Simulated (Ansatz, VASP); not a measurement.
# SnO2 in VASP and in Ansatz

```xyz
6
Lattice="4.8258 0.0000 0.0000 0.0000 4.8258 0.0000 0.0000 0.0000 3.2386" Properties=species:S:1:pos:R:3 pbc="T T T"
Sn    2.4129    2.4129    0.0000
Sn    0.0000    0.0000    1.6193
O     3.3461    3.3461    1.6193
O     3.8926    0.9332    0.0000
O     0.9332    3.8926    0.0000
O     1.4797    1.4797    1.6193
```

Alike in both runs: task relaxation of cell and atoms; functional PBE; k mesh 6 × 6 × 8; occupations gaussian, width 0.02 eV; no spin polarisation.

```csv
,VASP,Ansatz
version,VASP 6.6.1,Ansatz 0.2.0
potentials or method,"VASP PAW PBE potentials, release 64 (Sn_d, O), cutoff 600 eV","scalar-relativistic, plane waves, PAW"
valence electrons in the cell,52,52
```

|  | VASP | Ansatz | Ansatz less VASP |
| --- | --- | --- | --- |
| gap on the k mesh at the Fermi level, each at its own relaxed structure (eV) | 0.64 | 0.68 | +0.038 |
| relaxed volume (Å³/atom) | 12.60 | 12.58 | -0.027 |
| relaxed length of the cell vector where the two differ most in proportion (Å) | 3.242 | 3.237 | -0.0048 |
